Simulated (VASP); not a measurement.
Set up this calculation in VASP 6.6.1, as the native input.

```
Task                   : single point
Functional             : r2SCAN
Potentials or basis    : VASP PAW PBE potentials, release 64 (Li_sv, F)
Cutoff                 : 520 eV
k mesh                 : 8 × 8 × 8
Occupations            : gaussian, width 0.01 eV
Spin                   : no spin polarisation
Dipole correction      : no
Further INCAR settings : ALGO = Normal; EDIFF = 1e-06; NBANDS = 12
```

LiF:

```
Li F
1.0
     2.49084    0.00000    0.00000
     0.00000    2.49084    0.00000
     0.00000    0.00000    2.49084
Li F
1 1
Direct
  0.00000 0.00000 0.00000
  0.50000 0.50000 0.50000
```

The input as run:

POSCAR

```
LiF
1.0
    2.4908399548      0.0000000000      0.0000000000
    0.0000000000      2.4908399548      0.0000000000
    0.0000000000      0.0000000000      2.4908399548
Li F
1 1
Direct
    0.0000000000      0.0000000000      0.0000000000
    0.5000000000      0.5000000000      0.5000000000
```

INCAR.step1

```
  ALGO = Normal
  EDIFF = 1E-4
  ENCUT = 520
  GGA = PE
  ISMEAR = 0
  LASPH = True
  LCHARG = False
  LREAL = False
  LWAVE = True
  NBANDS = 12
  NELM = 80
  PREC = Accurate
  SIGMA = 0.01
```

INCAR.step2

```
  ALGO = Normal
  EDIFF = 1E-6
  ENCUT = 520
  ISIF = 2
  ISMEAR = 0
  ISTART = 1
  LASPH = True
  LCHARG = False
  LMIXTAU = True
  LREAL = False
  LWAVE = False
  METAGGA = R2SCAN
  NBANDS = 12
  NELM = 80
  PREC = Accurate
  SIGMA = 0.01
```

KPOINTS

```
k-points
0
Gamma
  8 8 8
```

Potentials or basis: VASP PAW PBE potentials, release 64 (Li_sv, F).

Command:

```console
$ cat potpaw_PBE.64/Li_sv/POTCAR potpaw_PBE.64/F/POTCAR > POTCAR
$ cp INCAR.step1 INCAR
$ mpirun -np 1 vasp_std > vasp.out
$ cp INCAR.step2 INCAR
$ mpirun -np 1 vasp_std > vasp.out
```

It gave:

* Band gap on the k mesh: 9.42 eV (least direct gap 10.19 eV)

It took 16 s on 1 thread of Intel(R) Xeon(R) Platinum 8559C (Emerald Rapids), on a shared host, peak memory 0.12 GiB.
